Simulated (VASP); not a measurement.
# Ge (Cmmm) in VASP: single point with LDA

Aim: the single point of Ge with LDA.

Program: VASP 6.6.1. These are calculated values, not measurements. Logs are shortened: lines on timing, memory, paths and dates and some standing lists are left out, and cuts for length are marked.

**1. The cell of the first run**

Symmetry: Cmmm, No. 65, orthorhombic system. The conventional cell has a = 2.794 Å, b = 5.201 Å, c = 2.698 Å, α = 90.00°, β = 90.00°, γ = 90.00°. Ge (site symmetry mmm) has 8 Ge at 2.70 to 2.95 Å within 3.6 Å.

**2. Single point, LDA**

INCAR reads:

```
SYSTEM = Ge
PREC = Accurate
ENCUT = 500
EDIFF = 1E-6
ISMEAR = 0
SIGMA = 0.1
LREAL = .False.
LASPH = .True.
NELM = 120
ALGO = Normal
ISIF = 2
LWAVE = .False.
LCHARG = .False.
GGA = CA
NBANDS = 13
GGA_COMPAT = .False.
```

KPOINTS reads:

```
Automatic mesh
0
Gamma
  8 8 6
  0 0 0
```

POSCAR reads:

```
Ge
1.0
    1.3971490000     -2.6005160000      0.0000000000
    1.3971490000      2.6005160000      0.0000000000
    0.0000000000      0.0000000000      2.6982310000
Ge
1
Direct
    0.5000000000      0.5000000000      0.0000000000
```

Potentials or basis: VASP PAW LDA potentials, release 64 (Ge_d).

Command:

```sh
> cat potpaw_LDA.64/Ge_d/POTCAR > POTCAR
> mpirun -np 1 vasp_std > vasp.out
```

OUTCAR:

```text
SYSTEM = Ge
   PREC = Accurate
   ENCUT = 500
   EDIFF = 1E-6
   ISMEAR = 0
   LREAL = .False.
   LASPH = .True.
   NELM = 120
   ISIF = 2
   GGA = CA

 ion  position               nearest neighbor table
   1  0.500  0.500  0.000-

  LATTYP: Found a base centered orthorhombic cell.
 ALAT       =     2.7942980000
 B/A-ratio  =     1.8613018368
 C/A-ratio  =     0.9656203454

  Lattice vectors:

 A1 = (   1.3971490000,  -2.6005160000,   0.0000000000)
 A2 = (   1.3971490000,   2.6005160000,   0.0000000000)
 A3 = (   0.0000000000,   0.0000000000,   2.6982310000)

Analysis of symmetry for initial positions (statically):
=====================================================================
 Subroutine PRICEL returns:
 Original cell was already a primitive cell.

 Routine SETGRP: Setting up the symmetry group for a
 base centered orthorhombic supercell.

 Subroutine GETGRP returns: Found  8 space group operations
 (whereof  8 operations were pure point group operations)
 out of a pool of  8 trial point group operations.

The static configuration has the point symmetry D_2h.

Analysis of symmetry for dynamics (positions and initial velocities):
=====================================================================
 Subroutine PRICEL returns:
 Original cell was already a primitive cell.

 Routine SETGRP: Setting up the symmetry group for a
 base centered orthorhombic supercell.

 Subroutine GETGRP returns: Found  8 space group operations
 (whereof  8 operations were pure point group operations)
 out of a pool of  8 trial point group operations.

The dynamic configuration has the point symmetry D_2h.

 Subroutine INISYM returns: Found  8 space group operations
 (whereof  8 operations are pure point group operations),
 and found     1 'primitive' translations

----------------------------------------------------------------------------------------

                                     Primitive cell

  volume of cell :      19.6070

  direct lattice vectors                    reciprocal lattice vectors
     1.397149000 -2.600516000  0.000000000     0.357871637 -0.192269534  0.000000000
     1.397149000  2.600516000  0.000000000     0.357871637  0.192269534  0.000000000
     0.000000000  0.000000000  2.698231000     0.000000000  0.000000000  0.370613191

  length of vectors
     2.952068562  2.952068562  2.698231000     0.406250763  0.406250763  0.370613191

  position of ions in fractional coordinates (direct lattice)
     0.500000000  0.500000000  0.000000000

[... 84 lines left out ...]
   TEBEG  =    0.0;   TEEND  =   0.0 temperature during run
   PSTRESS=    0.0 pullay stress
   NELECT =      14.0000    total number of electrons
   NUPDOWN=      -1.0000    fix difference up-down
   EMIN   =  10.00;   EMAX   =-10.00  energy-range for DOS
   EFERMI =   0.00;   METHOD = LEGACY
   ISMEAR =     0;   SIGMA  =   0.10  broadening in eV -4-tet -1-fermi 0-gaus
   EFERMI_NEDOS =   21; number of points for ismear=-14 and -15
   IALGO  =     38    algorithm
   IMIX   =      4    mixing-type and parameters
     AMIX     =   0.40;   BMIX     =  1.00
     AMIX_MAG =   1.60;   BMIX_MAG =  1.00
  volume/ion in A,a.u.               =      19.61       132.31
  Fermi-wavevector in a.u.,A,eV,Ry     =   1.463234  2.765111 29.130796  2.141053
  Thomas-Fermi vector in A             =   2.579353
   LORBIT       =      0    0 simple, 1 ext, 2 COOP (PROOUT), +10 PAW based schemes
   GGA     = CA    functional components
   LHFCALC =     F    Hartree Fock is set to
   AEXX    =    0.0000 exact exchange contribution
   IVDW    =     0    specifies the selected vdW correction
   LEPSILON=     F    determine dielectric tensor
   LRPA    =     F    only Hartree local field effects (RPA)
 non-spin polarized calculation
 Gauss-broadening in eV      SIGMA  =   0.10
  energy-cutoff  :      500.00
  volume of cell :       19.61
 maximum number of plane-waves:       512
 NGX is ok and might be reduce to    24
   NGX = 11   NGY = 11   NGZ =  9

 number of electron      14.0000003 magnetization

 Free energy of the ion-electron system (eV)
  ---------------------------------------------------
  ext. energy  EPLUGINS =         0.00000000
  ---------------------------------------------------
  free energy    TOTEN  =        -4.99797085 eV

  energy without entropy =       -4.99476821  energy(sigma->0) =       -4.99636953

 E-fermi :   5.8439     XC(G=0): -11.3232

 val. band max:        5.7819377511   @ k =   0.5000   0.2500   0.1667
 cond. band min:       5.8448191424   @ k =   0.2500   0.2500   0.1667
 fundamental gap:      0.0628813913
 Fermi energy:         5.8439061616

 k-point     1 :       0.0000    0.0000    0.0000
  band No.  band energies     occupation
      1     -18.9054      2.00000
      2     -18.8391      2.00000
      3     -18.7882      2.00000
      4     -18.6937      2.00000
      5     -18.6704      2.00000
      6      -6.9294      2.00000
      7      12.5280      0.00000
      8      12.9661      0.00000
      9      14.4620      0.00000
     10      16.1935      0.00000
     11      18.4817      0.00000
     12      20.8132      0.00000
     13      21.0020      0.00000
[... 354 lines left out ...]
  band No.  band energies     occupation
      1     -18.8406      2.00000
      2     -18.7934      2.00000
      3     -18.7580      2.00000
      4     -18.7246      2.00000
      5     -18.7097      2.00000
      6      -4.8797      2.00000
      7       7.4385      0.00000
      8       9.6180      0.00000
      9      11.2375      0.00000
     10      15.7235      0.00000
     11      21.5645      0.00000
     12      23.6069      0.00000
     13      24.9717      0.00000

 [... further k-points ...]

------------------------ aborting loop because EDIFF is reached ----------------------------------------

  FORCE on cell =-STRESS in cart. coord.  units (eV):
  Direction    XX          YY          ZZ          XY          YZ          ZX
  --------------------------------------------------------------------------------------
  -------------------------------------------------------------------------------------
  Total       -0.1705900     -1.3095150     -1.0270107      0.0000000      0.0000000      0.0000000
  in kB      -13.9396809   -107.0063834    -83.9216840      0.0000000      0.0000000      0.0000000
  external PRESSURE =     -68.2892494 kB  Pullay stress =       0.0000000 kB

 VOLUME and BASIS-vectors are now :
 -----------------------------------------------------------------------------
  energy-cutoff  :      500.00
  volume of cell :       19.61
      direct lattice vectors                 reciprocal lattice vectors
     1.397149000 -2.600516000  0.000000000     0.357871637 -0.192269534  0.000000000
     1.397149000  2.600516000  0.000000000     0.357871637  0.192269534  0.000000000
     0.000000000  0.000000000  2.698231000     0.000000000  0.000000000  0.370613191

 POSITION                                       TOTAL-FORCE (eV/Angst)
 -----------------------------------------------------------------------------------
      1.39715      0.00000      0.00000        -0.000000     -0.000000      0.000000
 -----------------------------------------------------------------------------------
    total drift:                               -0.000000     -0.000000     -0.000000

  FREE ENERGIE OF THE ION-ELECTRON SYSTEM (eV)
  ---------------------------------------------------
  free  energy   TOTEN  =        -4.9979708510 eV

  energy  without entropy=       -4.9947682148  energy(sigma->0) =       -4.99636953
```

OSZICAR:

```text
N       E                     dE             d eps       ncg     rms          rms(c)
DAV:   1     0.624466730478E+02    0.62447E+02   -0.69959E+03  2329   0.281E+03
DAV:   2     0.669380002900E+00   -0.61777E+02   -0.58729E+02  2309   0.403E+02
DAV:   3    -0.493047601720E+01   -0.55999E+01   -0.55773E+01  2479   0.714E+01
DAV:   4    -0.501546347998E+01   -0.84987E-01   -0.84977E-01  2534   0.957E+00
DAV:   5    -0.501633777081E+01   -0.87429E-03   -0.87429E-03  2504   0.106E+00    0.136E+00
DAV:   6    -0.500329820917E+01    0.13040E-01   -0.91253E-03  2704   0.200E+00    0.748E-01
DAV:   7    -0.499816442381E+01    0.51338E-02   -0.59427E-03  2803   0.131E+00    0.779E-02
DAV:   8    -0.499797379401E+01    0.19063E-03   -0.62057E-04  2629   0.561E-01    0.275E-02
DAV:   9    -0.499797095352E+01    0.28405E-05   -0.12716E-05  2935   0.566E-02    0.652E-03
DAV:  10    -0.499797085103E+01    0.10249E-06   -0.39892E-07  1657   0.769E-03
   1 F= -.49979709E+01 E0= -.49963695E+01  d E =-.320264E-02
```

Run time: 7.4 s. Hardware: 1 thread of AMD EPYC 9R45 (Zen 5), shared host; peak memory 0.1 GiB.

What came out:

```
Free energy            : -4.9980 eV
Pressure               : -6.8 GPa
Band gap on the k mesh : zero (band 7 reaches 12.53 eV, above the bottom of band 8 at 3.69 eV)
```

Stress tensor (GPa, compression positive):
```
 -1.39   0.00   0.00
  0.00 -10.70   0.00
  0.00   0.00  -8.39
```

Caveat: the k points lie up to 0.39 Å⁻¹ apart.
